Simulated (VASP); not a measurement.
# Cu in VASP: notebook, part 2 of 2

VASP 6.6.1. Earlier steps stand in the parts before.

## Step 3: Single point, PBEsol

This run uses another cell than the first one: it holds 1 atom, not 4.

Contents of INCAR:

```
  PREC = Accurate
  ENCUT = 520
  EDIFF = 1E-7
  ISMEAR = 0
  SIGMA = 0.1
  LREAL = F
  LASPH = T
  NELM = 60
  ALGO = Fast
  ISIF = 2
  LWAVE = F
  LCHARG = F
  GGA = PS
  NBANDS = 12
```

Contents of KPOINTS:

```
Automatic mesh
0
Gamma
  30 30 30
```

Contents of POSCAR:

```
Cu
1.0
   -1.2598253835      1.2598253835      1.7817516433
    1.2598253835     -1.2598253835      1.7817516433
    1.2598253835      1.2598253835     -1.7817516433
Cu
1
Direct
    0.5000000000      0.5000000000      0.0000000000
```

Potentials or basis: VASP PAW PBE potentials, release 64 (Cu).

The run is started by

```sh
cat potpaw_PBE.64/Cu/POTCAR > POTCAR
mpirun -np 1 vasp_std > vasp.out
```

OUTCAR:

```text
PREC = Accurate
   ENCUT = 520
   EDIFF = 1E-7
   ISMEAR = 0
   LREAL = F
   LASPH = T
   NELM = 60
   ISIF = 2
   GGA = PS

 ion  position               nearest neighbor table
   1  0.500  0.500  0.000-

  LATTYP: Found a body centered tetragonal cell.
 ALAT       =     2.5196507670
 C/A-ratio  =     1.4142846038

  Lattice vectors:

 A1 = (  -1.2598253835,   1.2598253835,   1.7817516433)
 A2 = (   1.2598253835,  -1.2598253835,   1.7817516433)
 A3 = (   1.2598253835,   1.2598253835,  -1.7817516433)

Analysis of symmetry for initial positions (statically):
=====================================================================
 Subroutine PRICEL returns:
 Original cell was already a primitive cell.

 Routine SETGRP: Setting up the symmetry group for a
 body centered tetragonal supercell.

 Subroutine GETGRP returns: Found 16 space group operations
 (whereof 16 operations were pure point group operations)
 out of a pool of 16 trial point group operations.

The static configuration has the point symmetry D_4h.

[... 167 lines left out ...]
  band No.  band energies     occupation
      1      -1.7782      2.00000
      2       4.7818      2.00000
      3       4.7820      2.00000
      4       4.7820      2.00000
      5       5.6713      2.00000
      6       5.6715      2.00000
      7      30.8730      0.00000
      8      33.8243      0.00000
      9      33.8246      0.00000
     10      33.8246      0.00000
     11      36.3429      0.00000
     12      36.3430      0.00000
[... 331 lines left out ...]
 k-point    24 :       0.2667    0.0333    0.0000
  band No.  band energies     occupation
      1       0.8757      2.00000
      2       4.5070      2.00000
      3       4.9263      2.00000
      4       4.9421      2.00000
      5       5.7595      2.00000
      6       5.9137      2.00000
      7      19.4001      0.00000
      8      29.2979      0.00000
      9      31.3120      0.00000
     10      32.3022      0.00000
     11      35.5717      0.00000
     12      36.6993      0.00000

 [... further k-points ...]

------------------------ aborting loop because EDIFF is reached ----------------------------------------

  FORCE on cell =-STRESS in cart. coord.  units (eV):
  Direction    XX          YY          ZZ          XY          YZ          ZX
  --------------------------------------------------------------------------------------
  -------------------------------------------------------------------------------------
  Total        0.0505949      0.0505949      0.0503744      0.0000000      0.0000000     -0.0000000
  in kB        7.1662065      7.1662065      7.1349784      0.0000000      0.0000000     -0.0000000
  external PRESSURE =       7.1557972 kB  Pullay stress =       0.0000000 kB

 VOLUME and BASIS-vectors are now :
 -----------------------------------------------------------------------------
  energy-cutoff  :      520.00
  volume of cell :       11.31
      direct lattice vectors                 reciprocal lattice vectors
    -1.259825383  1.259825383  1.781751643     0.000000000  0.396880398  0.280622724
     1.259825383 -1.259825383  1.781751643     0.396880398  0.000000000  0.280622724
     1.259825383  1.259825383 -1.781751643     0.396880398  0.396880398  0.000000000

 POSITION                                       TOTAL-FORCE (eV/Angst)
 -----------------------------------------------------------------------------------
      0.00000      0.00000      1.78175         0.000000      0.000000      0.000000
 -----------------------------------------------------------------------------------
    total drift:                               -0.000000     -0.000000      0.000000

  FREE ENERGIE OF THE ION-ELECTRON SYSTEM (eV)
  ---------------------------------------------------
  free  energy   TOTEN  =        -4.3096125490 eV

  energy  without entropy=       -4.3083954389  energy(sigma->0) =       -4.30900399
```

OSZICAR:

```text
N       E                     dE             d eps       ncg     rms          rms(c)
DAV:   1     0.411972053345E+02    0.41197E+02   -0.52736E+03 51548   0.154E+03
DAV:   2    -0.421713351336E+01   -0.45414E+02   -0.42007E+02 49332   0.204E+02
DAV:   3    -0.540272117538E+01   -0.11856E+01   -0.11772E+01 55328   0.377E+01
DAV:   4    -0.540945623396E+01   -0.67351E-02   -0.67342E-02 54136   0.253E+00
DAV:   5    -0.540951485556E+01   -0.58622E-04   -0.58620E-04 56544   0.241E-01    0.844E+00
RMM:   6    -0.470301005961E+01    0.70650E+00   -0.36169E+00 59865   0.353E+01    0.461E+00
RMM:   7    -0.432584458797E+01    0.37717E+00   -0.51353E-01 59495   0.128E+01    0.104E+00
RMM:   8    -0.431096189812E+01    0.14883E-01   -0.15093E-02 61314   0.134E+00    0.258E-01
RMM:   9    -0.430957608668E+01    0.13858E-02   -0.26939E-03 62902   0.942E-01    0.223E-02
RMM:  10    -0.430960593366E+01   -0.29847E-04   -0.43111E-04 62614   0.300E-01    0.189E-02
RMM:  11    -0.430961202359E+01   -0.60899E-05   -0.80866E-05 68486   0.100E-01    0.988E-03
RMM:  12    -0.430961239031E+01   -0.36672E-06   -0.95616E-06 66342   0.354E-02    0.441E-04
RMM:  13    -0.430961256553E+01   -0.17522E-06   -0.15993E-06 59535   0.118E-02    0.351E-04
RMM:  14    -0.430961254900E+01    0.16536E-07   -0.21937E-07 45972   0.491E-03
   1 F= -.43096125E+01 E0= -.43090040E+01  d E =-.121711E-02
```

stdout:

```text
POSCAR found type information on POSCAR Cu
 POSCAR found :  1 types and       1 ions
 scaLAPACK will be used
 -----------------------------------------------------------------------------
|                                                                             |
|                                                                             |
|     You enforced a specific xc type in the INCAR file but a different       |
[... 19 lines left out ...]
WARNING in EDDRMM: call to ZHEGV failed, returncode =   6  3      8
WARNING in EDDRMM: call to ZHEGV failed, returncode =   6  3      9
WARNING in EDDRMM: call to ZHEGV failed, returncode =   6  3      9
WARNING in EDDRMM: call to ZHEGV failed, returncode =   6  3      9
WARNING in EDDRMM: call to ZHEGV failed, returncode =   6  3      9
WARNING in EDDRMM: call to ZHEGV failed, returncode =   6  3      9
WARNING in EDDRMM: call to ZHEGV failed, returncode =   6  3      9
```

It took 4.3 min on 1 thread of Intel Xeon Platinum 8375C at 2.90GHz (Ice Lake), shared host; peak memory 0.36 GiB.

What came out:

```
Free energy            : -4.3096 eV
Pressure               : 0.7 GPa
Band gap on the k mesh : zero (an odd number of electrons rules out a gap without spin polarisation)
```

Levels at points of the mesh, in eV from the Fermi level:
| k point | band 3 | band 4 | band 5 | band 6 | band 7 | band 8 | band 9 | band 10 |
| --- | --- | --- | --- | --- | --- | --- | --- | --- |
| (0.00, 0.00, 0.00) | -3.18 | -3.18 | -2.29 | -2.29 | 22.91 | 25.86 | 25.86 | 25.86 |
| (0.50, 0.00, 0.00) | -3.21 | -1.68 | -1.68 | -1.18 | 3.94 | 21.38 | 22.67 | 22.68 |
| (0.50, 0.50, 0.00) | -1.70 | -1.53 | -1.53 | 1.41 | 7.38 | 13.35 | 13.35 | 17.98 |
| (0.50, 0.50, 0.50) | -1.70 | -1.53 | -1.53 | 1.41 | 7.38 | 13.35 | 13.35 | 17.98 |

Caveat: the PAW data sets were made with another functional, which shifts forces and pressure a little.
